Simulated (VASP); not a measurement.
# PbS (R3m) in VASP: further runs

The runs below take PbS through single point, with PBE+D4, r2SCAN+rVV10, PBE, LDA.

Program: VASP 6.6.1. These are calculated values, not measurements. Logs are shortened: lines on timing, memory, paths and dates and some standing lists are left out, and cuts for length are marked.

### Step 1. The cell of the first run

It takes space group R3m (No. 160, trigonal). The conventional cell has a = 4.198 Å, b = 4.198 Å, c = 10.283 Å, α = 90.00°, β = 90.00°, γ = 120.00°. Within 3.9 Å of Pb (site symmetry 3m) lie 6 S at 2.96 to 2.97 Å. S (site symmetry 3m) has 6 Pb at 2.96 to 2.97 Å within 3.9 Å.

### Step 2. Single point, PBE+D4

Input file INCAR:

```
SYSTEM = PbS
PREC     = Accurate       ! precision mode
ENCUT    = 520            ! plane-wave cutoff, eV
EDIFF    = 1E-6           ! SCF threshold, eV
ISMEAR   = -1             ! smearing method
SIGMA    = 0.02           ! smearing width, eV
LREAL    = .False.        ! projectors in reciprocal space
LASPH    = .True.         ! aspherical terms in the spheres
NELM     = 60             ! most SCF steps
ALGO     = Normal         ! electronic algorithm
ISIF     = 2              ! what is computed and relaxed
LWAVE    = .False.        ! write WAVECAR
LCHARG   = .False.        ! write CHGCAR
GGA      = PE             ! functional
IVDW     = 13             ! dispersion correction
NBANDS   = 17             ! bands
```

Input file KPOINTS:

```
regular mesh
0
Gamma
  6 6 6
  0 0 0
```

Input file POSCAR:

```
PbS
1.0
    2.0989290008      1.2118172236      3.4276032934
   -2.0989290008      1.2118172236      3.4276032934
    0.0000000000     -2.4236344472      3.4276032934
Pb S
1 1
Direct
    0.9781466812      0.9781466812      0.9781466812
    0.4774546488      0.4774546488      0.4774546488
```

Potentials or basis: VASP PAW PBE potentials, release 64 (Pb_d, S).

Launch:

```
> cat potpaw_PBE.64/Pb_d/POTCAR potpaw_PBE.64/S/POTCAR > POTCAR
> mpirun -np 1 vasp_std > vasp.out
```

OUTCAR:

```text
SYSTEM = PbS
   PREC = Accurate
   ENCUT = 520
   EDIFF = 1E-6
   ISMEAR = -1
   LREAL = .False.
   LASPH = .True.
   NELM = 60
   ISIF = 2
   GGA = PE
   IVDW = 13

 ion  position               nearest neighbor table
   1  0.978  0.978  0.978-   2 2.96   2 2.96   2 2.96   2 2.97   2 2.97   2 2.97
   2  0.477  0.477  0.477-   1 2.96   1 2.96   1 2.96   1 2.97   1 2.97   1 2.97

  LATTYP: Found a trigonal (rhomboedric) cell.
 ALAT       =     4.1979123705
 COS(alpha) =     0.5000129514

  Lattice vectors:

 A1 = (   2.0989290008,   1.2118172236,   3.4276032934)
 A2 = (  -2.0989290008,   1.2118172236,   3.4276032934)
 A3 = (   0.0000000000,  -2.4236344472,   3.4276032934)

Analysis of symmetry for initial positions (statically):
=====================================================================
 Subroutine PRICEL returns:
 Original cell was already a primitive cell.

 Routine SETGRP: Setting up the symmetry group for a
 trigonal (rhombohedral) supercell.

 Subroutine GETGRP returns: Found  6 space group operations
 (whereof  6 operations were pure point group operations)
 out of a pool of 12 trial point group operations.

The static configuration has the point symmetry C_3v.

Analysis of symmetry for dynamics (positions and initial velocities):
=====================================================================
 Subroutine PRICEL returns:
 Original cell was already a primitive cell.

 Routine SETGRP: Setting up the symmetry group for a
 trigonal (rhombohedral) supercell.

 Subroutine GETGRP returns: Found  6 space group operations
 (whereof  6 operations were pure point group operations)
 out of a pool of 12 trial point group operations.

The dynamic configuration has the point symmetry C_3v.

 Subroutine INISYM returns: Found  6 space group operations
 (whereof  6 operations are pure point group operations),
 and found     1 'primitive' translations

----------------------------------------------------------------------------------------

                                     Primitive cell

  volume of cell :      52.3090

  direct lattice vectors                    reciprocal lattice vectors
     2.098929001  1.211817224  3.427603293     0.238216729  0.137534492  0.097249683
    -2.098929001  1.211817224  3.427603293    -0.238216729  0.137534492  0.097249683
     0.000000000 -2.423634447  3.427603293     0.000000000 -0.275068985  0.097249683

  length of vectors
     4.197912371  4.197912371  4.197912371     0.291754087  0.291754087  0.291754087

  position of ions in fractional coordinates (direct lattice)
[... 79 lines left out ...]
   EDIFF  = 0.1E-05   stopping-criterion for ELM
   LREAL  =      F    real-space projection
   EDIFFG = 0.1E-04   stopping-criterion for IOM
   NSW    =      0    number of steps for IOM
   IBRION =     -1    ionic relax: 0-MD 1-quasi-New 2-CG
   NFREE  =      0    steps in history (QN), initial steepest desc. (CG)
   ISIF   =      2    stress and relaxation
   ISYM   =      2    0-nonsym 1-usesym 2-fastsym
   POTIM  = 0.5000    time-step for ionic-motion
   TEBEG  =    0.0;   TEEND  =   0.0 temperature during run
   PSTRESS=    0.0 pullay stress
   NELECT =      20.0000    total number of electrons
   NUPDOWN=      -1.0000    fix difference up-down
   EMIN   =  10.00;   EMAX   =-10.00  energy-range for DOS
   EFERMI =   0.00;   METHOD = LEGACY
   ISMEAR =    -1;   SIGMA  =   0.02  broadening in eV -4-tet -1-fermi 0-gaus
   EFERMI_NEDOS =   21; number of points for ismear=-14 and -15
   IALGO  =     38    algorithm
   IMIX   =      4    mixing-type and parameters
     AMIX     =   0.40;   BMIX     =  1.00
     AMIX_MAG =   1.60;   BMIX_MAG =  1.00
  volume/ion in A,a.u.               =      26.15       176.50
  Fermi-wavevector in a.u.,A,eV,Ry     =   1.188208  2.245388 19.209237  1.411839
  Thomas-Fermi vector in A             =   2.324343
   LORBIT       =      0    0 simple, 1 ext, 2 COOP (PROOUT), +10 PAW based schemes
   GGA     = PE    functional components
   LHFCALC =     F    Hartree Fock is set to
   AEXX    =    0.0000 exact exchange contribution
   IVDW    =    13    specifies the selected vdW correction
   LEPSILON=     F    determine dielectric tensor
   LRPA    =     F    only Hartree local field effects (RPA)
 non-spin polarized calculation
  energy-cutoff  :      520.00
  volume of cell :       52.31
 maximum number of plane-waves:      1420
   NGX = 15   NGY = 15   NGZ = 15

 number of electron      20.0000002 magnetization

 Free energy of the ion-electron system (eV)
  ---------------------------------------------------
  ext. energy  EPLUGINS =         0.00000000
  ---------------------------------------------------
  free energy    TOTEN  =        -8.75936383 eV

  energy without entropy =       -8.75936254  energy(sigma->0) =       -8.75936319

 E-fermi :   5.9708     XC(G=0):  -9.6708

 val. band max:        5.7831976770   @ k =   0.5000   0.0000  -0.0000
 cond. band min:       6.1584156067   @ k =   0.5000   0.0000  -0.0000
 fundamental gap:      0.3752179298
 Fermi energy:         5.9708221483

 k-point     1 :       0.0000    0.0000    0.0000
  band No.  band energies     occupation
      1     -11.0312      2.00000
      2     -11.0312      2.00000
      3     -11.0312      2.00000
      4     -11.0148      2.00000
      5     -11.0148      2.00000
      6      -7.7881      2.00000
[... 457 lines left out ...]
      4     -10.9982      2.00000
      5     -10.9848      2.00000
      6      -6.2120      2.00000
[... 9 lines left out ...]
     16      15.9799      0.00000
     17      17.6876      0.00000

 [... further k-points ...]

------------------------ aborting loop because EDIFF is reached ----------------------------------------

  DFT-D4 for vdW energy calculation

  Edisp (eV):   -0.75513

  FORCE on cell =-STRESS in cart. coord.  units (eV):
  Direction    XX          YY          ZZ          XY          YZ          ZX
  --------------------------------------------------------------------------------------
  -------------------------------------------------------------------------------------
  Total      -0.03909    -0.03909    -0.03896     0.00000    -0.00000     0.00000
  in kB      -1.19739    -1.19739    -1.19323     0.00000    -0.00000     0.00000
  external pressure =       -1.20 kB  Pullay stress =        0.00 kB

 VOLUME and BASIS-vectors are now :
 -----------------------------------------------------------------------------
  energy-cutoff  :      520.00
  volume of cell :       52.31
      direct lattice vectors                 reciprocal lattice vectors
     2.098929001  1.211817224  3.427603293     0.238216729  0.137534492  0.097249683
    -2.098929001  1.211817224  3.427603293    -0.238216729  0.137534492  0.097249683
     0.000000000 -2.423634447  3.427603293     0.000000000 -0.275068985  0.097249683

 POSITION                                       TOTAL-FORCE (eV/Angst)
 -----------------------------------------------------------------------------------
      0.00000      0.00000     10.05810         0.000000      0.000000     -0.001724
      0.00000      0.00000      4.90958         0.000000      0.000000      0.001724
 -----------------------------------------------------------------------------------
    total drift:                               -0.000000     -0.000000      0.000019

  FREE ENERGIE OF THE ION-ELECTRON SYSTEM (eV)
  ---------------------------------------------------
  free  energy   TOTEN  =        -9.5144906151 eV

  energy  without entropy=       -9.5144893276  energy(sigma->0) =       -9.51448997
```

OSZICAR:

```text
N       E                     dE             d eps       ncg     rms          rms(c)
DAV:   1     0.153871938646E+03    0.15387E+03   -0.93978E+03  1088   0.128E+03
DAV:   2     0.304334251733E+01   -0.15083E+03   -0.14513E+03  1139   0.314E+02
DAV:   3    -0.888342289654E+01   -0.11927E+02   -0.11816E+02  1344   0.918E+01
DAV:   4    -0.923117206742E+01   -0.34775E+00   -0.34726E+00  1429   0.166E+01
DAV:   5    -0.924276622864E+01   -0.11594E-01   -0.11593E-01  1601   0.304E+00    0.461E+00
DAV:   6    -0.875515909531E+01    0.48761E+00   -0.13930E+00  1671   0.796E+00    0.322E+00
DAV:   7    -0.875610454937E+01   -0.94545E-03   -0.14499E-01  1313   0.190E+00    0.188E+00
DAV:   8    -0.875983325034E+01   -0.37287E-02   -0.17686E-02  1264   0.141E+00    0.321E-01
DAV:   9    -0.875915376215E+01    0.67949E-03   -0.37530E-03  1665   0.535E-01    0.840E-02
DAV:  10    -0.875935609729E+01   -0.20234E-03   -0.39044E-04  1197   0.120E-01    0.579E-02
DAV:  11    -0.875936302703E+01   -0.69297E-05   -0.53725E-05  1499   0.800E-02    0.134E-02
DAV:  12    -0.875936383196E+01   -0.80493E-06   -0.40463E-06  1425   0.212E-02
   1 F= -.95144906E+01 E0= -.95144900E+01  d E =-.128748E-05
```

Run time: 16 s. Hardware: 1 thread of Intel Xeon Platinum 8259CL at 2.50GHz (Skylake/Cascade Lake), shared host; peak memory 0.19 GiB.

Results:

```yaml
Free_energy: -9.5145 eV
Pressure: -0.1 GPa
Band_gap_on_the_k_mesh: 0.38 eV, direct
Dispersion_energy_per_atom: -0.378 eV
```

Caveat: spin-orbit coupling is left out, which moves the levels of the heavy elements.

[end of part 1 of 2]
